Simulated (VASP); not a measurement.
Se: electric field gradients with PBEsol

The system is Se.

```
Se
1.0
     4.32254    0.00000    0.00000
    -2.16127    3.74343    0.00000
     0.00000    0.00000    4.95360
Se
3
Direct
  0.22540 0.00000 0.33333
  0.00000 0.22540 0.66667
  0.77460 0.77460 0.00000
```

This cell differs from its parent crystal: equal xx and yy strain of -1 %.

| Property | Result |
| --- | --- |
| Program | VASP 6.6.1 |
| Task | electric field gradients |
| Functional | PBEsol |
| Potentials or basis | VASP PAW PBE potentials, release 64 (Se) |
| Cutoff | 520 eV |
| k mesh | 6 × 6 × 5 |
| Occupations | fermi-dirac, width 0.03 eV |
| Spin | no spin polarisation |
| Dipole correction | no |
| Further INCAR settings | ALGO = Normal; EDIFF = 1e-08; NBANDS = 16 |

```yaml
Pressure: 1.3 GPa
Largest_force: 0.531 eV/Å
Band_gap_on_the_k_mesh: 1.24 eV, indirect (least direct gap 1.42 eV)
```

Forces in eV/Å, atoms in the order of the input:
```
Se   0.531  0.000  0.000
Se  -0.266  0.460  0.000
Se  -0.266 -0.460  0.000
```

Stress tensor (GPa, compression positive):
```
0.73 0.00 0.00
0.00 0.73 0.00
0.00 0.00 2.59
```

Levels at points of the mesh, in eV from the valence-band top:
```
           k point  band 6  band 7  band 8  band 9  band 10  band 11  band 12  band 13
(0.00, 0.00, 0.00)   -3.74   -2.02   -2.02   -0.32     1.94     1.94     2.26     6.11
(0.50, 0.00, 0.00)   -3.45   -2.93   -1.74   -0.95     1.97     2.40     4.30     5.15
```

Electric field gradients, principal values (V/Å²):
```tsv
atom	least	middle	greatest (by size)
1 Se	157.175	325.264	-482.439
2 Se	157.175	325.264	-482.439
3 Se	157.175	325.264	-482.439
```

It used 25 s of CPU time on 1 thread of Intel Xeon 6975P-C, with other jobs on the host.

Caveat: the cell differs from its parent crystal (equal xx and yy strain of -1 %); without QUAD_EFG the Cq values of the log hold for a quadrupole moment of 1 mb, not for the nuclei; the PAW data sets were made with another functional, which shifts forces and pressure a little. A k mesh can miss the band edges.
